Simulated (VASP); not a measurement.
Here is a VASP 6.6.1 calculation.

The input INCAR:

```
SYSTEM = Mg3SiO
PREC = Accurate
ENCUT = 600
EDIFF = 1E-6
ISMEAR = -1
SIGMA = 0.02
LREAL = .FALSE.
LASPH = .TRUE.
NELM = 80
ALGO = Normal
ISIF = 3
LWAVE = .FALSE.
LCHARG = .FALSE.
GGA = PS
IBRION = 2
NSW = 80
EDIFFG = -0.005
```

The input KPOINTS:

```
Automatic mesh
0
G
  6 6 6
  0 0 0
```

The input POSCAR:

```
Mg3SiO
1.0
    4.2206344812      0.0000000000      0.0000000000
    0.0000000000      4.2206344812      0.0000000000
    0.0000000000      0.0000000000      4.2206344812
Si O Mg
1 1 3
Direct
    0.0000000000      0.0000000000      0.0000000000
    0.5000000000      0.5000000000      0.5000000000
    0.5000000000      0.5000000000      0.0000000000
    0.5000000000      0.0000000000      0.5000000000
    0.0000000000      0.5000000000      0.5000000000
```

Potentials or basis: VASP PAW PBE potentials, release 64 (Si, O, Mg).

Launch:

```sh
$ cat potpaw_PBE.64/Si/POTCAR potpaw_PBE.64/O/POTCAR potpaw_PBE.64/Mg/POTCAR > POTCAR
$ mpirun -np 1 vasp_std > vasp.out
```

Q: Estimate the relaxed cell.

A: a = 4.184 Å, b = 4.184 Å, c = 4.184 Å, α = 90.00°, β = 90.00°, γ = 90.00°.

Q: What does it give for the space group after relaxing (to 0.1 Å)?

A: Pm-3m (No. 221).

Q: Predict the band gap on the k mesh.

A: 0.11 eV (least direct gap 0.60 eV).

The path:
| step | energy change (eV) | largest force (eV/Å) | pressure (GPa) | volume (Å³) |
| --- | --- | --- | --- | --- |
| 1 | 0.0000 | 0.0000 | -2.07 | 75.19 |
| 2 | -0.0129 | 0.0000 | 0.16 | 73.09 |
| 3 | -0.0130 | 0.0000 | 0.00 | 73.23 |

Caveat: the PAW data sets were made with another functional, which shifts forces and pressure a little. A k mesh can miss the band edges.
